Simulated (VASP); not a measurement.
Write the native input for VASP 6.6.1 that does the following.

* Task: single point
* Functional: PBEsol
* Potentials or basis: VASP PAW PBE potentials, release 64 (Te, Pb_d)
* Cutoff: 520 eV
* k mesh: 10 × 10 × 10
* Occupations: gaussian, width 0.05 eV
* Spin: no spin polarisation
* Dipole correction: no
* Further INCAR settings: ALGO = Normal; EDIFF = 1e-07; NBANDS = 17

The structure of TePb lies in POSCAR:

```
TePb
1.0
    0.0000000000      3.1777896671      3.1777896671
    3.1777896671      0.0000000000      3.1777896671
    3.1777896671      3.1777896671      0.0000000000
Te Pb
1 1
Direct
    0.5000000000      0.5000000000      0.5000000000
    0.0000000000      0.0000000000      0.0000000000
```

This cell differs from its parent crystal: volume scaled by 0.960.

These files were run (other wordings do the same):

INCAR

```
SYSTEM = TePb
PREC = Accurate ; ENCUT = 520
EDIFF = 1E-7 ; ISMEAR = 0
SIGMA = 0.05 ; LREAL = .False.
LASPH = .True. ; NELM = 100
ALGO = Normal ; ISIF = 2
LWAVE = .False. ; LCHARG = .False.
GGA = PS ; NBANDS = 17
```

KPOINTS

```
regular mesh
0
Gamma
  10 10 10
  0 0 0
```

Potentials or basis: VASP PAW PBE potentials, release 64 (Te, Pb_d).

Launch:

```sh
$ cat potpaw_PBE.64/Te/POTCAR potpaw_PBE.64/Pb_d/POTCAR > POTCAR
$ mpirun -np 1 vasp_std > vasp.out
```

It gave:

```yaml
Pressure: 2.0 GPa
Band_gap_on_the_k_mesh: 0.56 eV, direct
```

Caveat: the PAW data sets were made with another functional, which shifts forces and pressure a little; spin-orbit coupling is left out, which moves the levels of the heavy elements.

It took 28 s on 1 thread of Intel(R) Xeon(R) 6975P-C (Granite Rapids) (shared host), peak memory 0.22 GiB.
